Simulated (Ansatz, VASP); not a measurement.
Ni: VASP beside Ansatz

```xyz
4
Lattice="2.5055 0.0000 0.0000 -1.2528 2.1698 0.0000 0.0000 0.0000 8.2009" Properties=species:S:1:pos:R:3 pbc="T T T"
Ni    0.0000    0.0000    8.2009
Ni    0.0000    0.0000    4.1004
Ni    0.0000    1.4466    2.0502
Ni    1.2528    0.7233    6.1507
```

Alike in both runs: functional revPBE; k mesh 14 × 14 × 4; occupations fermi-dirac, width 0.05 eV; collinear spin.

Ansatz relaxed the structure, and its values are those at the end. VASP's run is a single point on that final structure, the one shown.

|  | VASP | Ansatz |
| --- | --- | --- |
| version | VASP 6.6.1 | Ansatz 0.2.0 |
| potentials or method | VASP PAW PBE potentials, release 64 (Ni), cutoff 520 eV | plane waves (420 eV) with PAW, scalar-relativistic |
| valence electrons in the cell | 40 | 72 |

Ansatz gave:

- pressure (GPa): 0.0
- net moment per atom (μB): 0.67
- size of the moment on the site where the two differ most (μB): 0.71

Which values does VASP return?

Pressure (GPa): -0.8; net moment per atom (μB): 0.01; size of the moment on the site where the two differ most (μB): 0.24.

The net moments are unlike, so the other rows may belong to different states. VASP's potentials were made for PBE, not for revPBE. Site moments also hang on the region over which each program counts them. VASP's potentials hold 40 valence electrons a cell and Ansatz's 72, so a difference there can come from the potentials and not from the codes. Ansatz's warnings: seeded moment not kept.
